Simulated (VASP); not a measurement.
TiC: single point with PBE+D3(BJ)

TiC, a slab with vacuum:

```
CELL_PARAMETERS angstrom
6.06863 0.00000 0.00000
0.00000 6.06863 0.00000
0.00000 0.00000 24.43675
ATOMIC_POSITIONS crystal
Ti 0.25000 0.25000 0.32738
Ti 0.25000 0.75000 0.32738
Ti 0.75000 0.25000 0.32738
Ti 0.75000 0.75000 0.32738
Ti 0.50000 0.50000 0.41518
Ti 0.50000 0.00000 0.41518
Ti 0.00000 0.50000 0.41518
Ti 0.00000 0.00000 0.41518
Ti 0.74943 0.74942 0.50241
Ti 0.74961 0.25053 0.50221
Ti 0.25053 0.74961 0.50221
Ti 0.25042 0.25041 0.50199
Ti 0.00078 0.00078 0.58752
Ti 0.00130 0.49970 0.58759
Ti 0.49975 0.00127 0.58759
Ti 0.49837 0.49837 0.58983
C 0.50000 0.50000 0.32738
C 0.50000 0.00000 0.32738
C 0.00000 0.50000 0.32738
C 0.00000 0.00000 0.32738
C 0.75000 0.75000 0.41518
C 0.75000 0.25000 0.41518
C 0.25000 0.75000 0.41518
C 0.25000 0.25000 0.41518
C 0.99999 0.99998 0.50266
C 0.99992 0.50022 0.50286
C 0.50021 0.99991 0.50286
C 0.50016 0.50016 0.50305
C 0.25020 0.25020 0.59278
C 0.24913 0.75090 0.59217
C 0.75092 0.24911 0.59216
C 0.75226 0.75229 0.59350
```

```
Program             : VASP 6.6.1
Task                : single point
Functional          : PBE
Dispersion          : D3(BJ)
Potentials or basis : VASP PAW PBE potentials, release 64 (Ti_sv, C)
Cutoff              : 520 eV
k mesh              : 3 × 3 × 1
Occupations         : gaussian, width 0.1 eV
Spin                : no spin polarisation
```

```yaml
Largest_force: 1.485 eV/Å
Band_gap_on_the_k_mesh: zero (bands 128 and 129 overlap by 0.15 eV)
Dispersion_energy_per_atom: -0.340 eV
```

Forces in eV/Å, atoms in the order of the input:
```
Ti   0.001  0.001  1.473
Ti  -0.001  0.003  1.484
Ti   0.003  0.000  1.484
Ti   0.004  0.005  1.485
Ti   0.012  0.012  0.195
Ti   0.013 -0.018  0.133
Ti  -0.018  0.013  0.133
Ti  -0.018 -0.017  0.179
Ti   0.035  0.035 -0.035
Ti   0.013 -0.018 -0.011
Ti  -0.017  0.014 -0.008
Ti  -0.003 -0.002  0.009
Ti  -0.091 -0.092 -0.022
Ti  -0.183  0.122  0.043
Ti   0.120 -0.183  0.042
Ti   0.252  0.252 -0.700
C   -0.003 -0.003 -1.190
C   -0.002  0.001 -1.192
C    0.001 -0.001 -1.192
C    0.000  0.000 -1.207
C   -0.003 -0.003 -0.423
C    0.002  0.008 -0.474
C    0.008  0.002 -0.474
C    0.005  0.005 -0.465
C    0.014  0.014  0.000
C    0.015 -0.015 -0.018
C   -0.015  0.016 -0.018
C   -0.021 -0.022  0.154
C    0.040  0.039  0.158
C    0.130 -0.092  0.230
C   -0.092  0.131  0.232
C   -0.201 -0.205 -0.005
```

Levels at points of the mesh, in eV from the Fermi level:
```tsv
k point	band 125	band 126	band 127	band 128	band 129	band 130	band 131	band 132
(0.00, 0.00, 0.00)	-0.03	-0.03	0.06	0.12	0.25	0.52	0.53	0.68
```

It took 39 min on 1 thread of Intel(R) Xeon(R) Platinum 8488C (Sapphire Rapids) (shared host), peak memory 1.1 GiB.
